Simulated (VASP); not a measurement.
Al, 1 atom in the cell. The structure is trigonal, space group R-3m (No. 166). The conventional cell has a = 2.891 Å, b = 2.891 Å, c = 6.871 Å, α = 90.00°, β = 90.00°, γ = 120.00°. Al (site symmetry -3m) has 12 Al at 2.83 to 2.89 Å within 3.7 Å.  This cell differs from its parent crystal: equal xy, yz and zx shear strains of -2 %.

* Program: VASP 6.6.1
* Task: electric field gradients
* Functional: LDA
* Potentials or basis: VASP PAW LDA potentials, release 64 (Al)
* Cutoff: 520 eV
* k mesh: 17 × 17 × 17
* Occupations: fermi-dirac, width 0.03 eV
* Spin: no spin polarisation
* Dipole correction: no
* Further INCAR settings: ALGO = Normal; EDIFF = 1e-08; NBANDS = 8

Potentials or basis: VASP PAW LDA potentials, release 64 (Al).

Command:

```sh
$ cat potpaw_LDA.64/Al/POTCAR > POTCAR
$ mpirun -np 1 vasp_std > vasp.out
```

Hardware: 1 thread of Intel(R) Xeon(R) Platinum 8488C (Sapphire Rapids), with other jobs on the host.

**Question.** How long does it take, and how much memory?

**Answer.** It took 38 s on 1 thread of Intel(R) Xeon(R) Platinum 8488C (Sapphire Rapids), with other jobs on the host, peak memory 0.16 GiB. Counts: scf iterations 11, k points 489.
